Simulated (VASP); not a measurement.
Set up this calculation in VASP 6.6.1, as the native input.

- Task: single point
- Functional: PBE
- Potentials or basis: VASP PAW PBE potentials, release 64 (Na_pv, Mo_sv)
- Cutoff: 520 eV
- k mesh: 16 × 16 × 16
- Occupations: gaussian, width 0.1 eV
- Spin: no spin polarisation
- Dipole correction: no
- Further INCAR settings: ALGO = Fast; EDIFF = 1e-07; NBANDS = 18

The structure of NaMo lies in POSCAR:

```
NaMo
1.0
    3.3284483076      0.0000000000      0.0000000000
    0.0000000000      3.3284483076      0.0000000000
    0.0000000000      0.0000000000      3.3284483076
Na Mo
1 1
Direct
    0.0000000000      0.0000000000      0.0000000000
    0.5000000000      0.5000000000      0.5000000000
```

One way to write it, as run:

INCAR

```
SYSTEM = NaMo
  PREC = Accurate
  ENCUT = 520
  EDIFF = 1E-7
  ISMEAR = 0
  SIGMA = 0.1
  LREAL = .False.
  LASPH = .True.
  NELM = 100
  ALGO = Fast
  ISIF = 2
  LWAVE = .False.
  LCHARG = .True.
  GGA = PE
  LELF = .True.
  LVHAR = .True.
  NBANDS = 18
```

KPOINTS

```
regular mesh
0
Gamma
  16 16 16
  0 0 0
```

Potentials or basis: VASP PAW PBE potentials, release 64 (Na_pv, Mo_sv).

The run is started by

```bash
$ cat potpaw_PBE.64/Na_pv/POTCAR potpaw_PBE.64/Mo_sv/POTCAR > POTCAR
$ mpirun -np 1 vasp_std > vasp.out
```

It gave:

```yaml
Pressure: 0.1 GPa
Band_gap_on_the_k_mesh: zero (an odd number of electrons rules out a gap without spin polarisation)
```

It took 3.6 min on 1 thread of Oxide Virtual Turin-like Processor, with other jobs on the host, peak memory 0.2 GiB.
